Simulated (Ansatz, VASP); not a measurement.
One calculation of Zr2BN3, two programs

INCAR

```
PREC = Accurate ; ENCUT = 520
EDIFF = 1E-6 ; ISMEAR = 0
SIGMA = 0.1 ; LREAL = False
LASPH = True ; NELM = 100
ALGO = Normal ; ISIF = 2
LWAVE = False ; LCHARG = False
GGA = PE ; NBANDS = 30
```

The input KPOINTS:

```
regular mesh
0
Gamma
  6 6 4
```

POSCAR

```
Zr2BN3
1.0
    3.1866153900      0.0000000000      0.0000000000
    0.0000000000      3.1866153900      0.0000000000
    0.0000000000      0.0000000000      7.0333754300
Zr B N
2 1 3
Direct
    0.0000000000      0.5000000000      0.7365000200
    0.5000000000      0.0000000000      0.2634999800
    0.0000000000      0.0000000000      0.0000000000
    0.5000000000      0.5000000000      0.0000000000
    0.0000000000      0.5000000000      0.3835000100
    0.5000000000      0.0000000000      0.6164999900
```

Input for Ansatz:

```yaml
crystal:
  lattice:
    - [3.18661539, 0.0, 0.0]
    - [0.0, 3.18661539, 0.0]
    - [0.0, 0.0, 7.03337543]
  atoms:
    - { symbol: Zr, position: [0.0, 0.5, 0.73650002] }
    - { symbol: Zr, position: [0.5, 0.0, 0.26349998] }
    - { symbol: B, position: [0.0, 0.0, 0.0] }
    - { symbol: "N", position: [0.5, 0.5, 0.0] }
    - { symbol: "N", position: [0.0, 0.5, 0.38350001] }
    - { symbol: "N", position: [0.5, 0.0, 0.61649999] }
basis:
  ecutwfc: 420
kpoints:
  mp_grid: { grid: [6, 6, 4] }
hamiltonian:
  xc: pbe
scf:
  occupations: { method: gaussian, width: 0.1 }
  lower_state_search: "off"
output:
  forces: true
  stress: true
  eigenvalues: true
```

Change from the starting cell: species swapped into the Zr2CuSb3 type (P-4m2, No. 115).

Alike in both runs: task single point; functional PBE; k mesh 6 × 6 × 4; occupations gaussian, width 0.1 eV; no spin polarisation.

```csv
,VASP,Ansatz
version,VASP 6.6.1,Ansatz 0.2.0
potentials or method,"VASP PAW PBE potentials, release 64 (Zr_sv, B, N), cutoff 520 eV","scalar-relativistic, plane waves, PAW"
valence electrons in the cell,42,42
```

```csv
,VASP,Ansatz,Ansatz less VASP
gap on the k mesh at the Fermi level (eV),none,none,-
pressure (GPa),-20.0,-20.1,-0.09
"traceless stress, the component that is largest in VASP (GPa)",1.34,1.34,-0.004
rms of the force components (eV/Å),1.448,1.448,-0.0001
```

Atom by atom the forces differ by 0.002 eV/Å (rms over components). A gap of «none» marks a metal or a gap that the smearing closes.
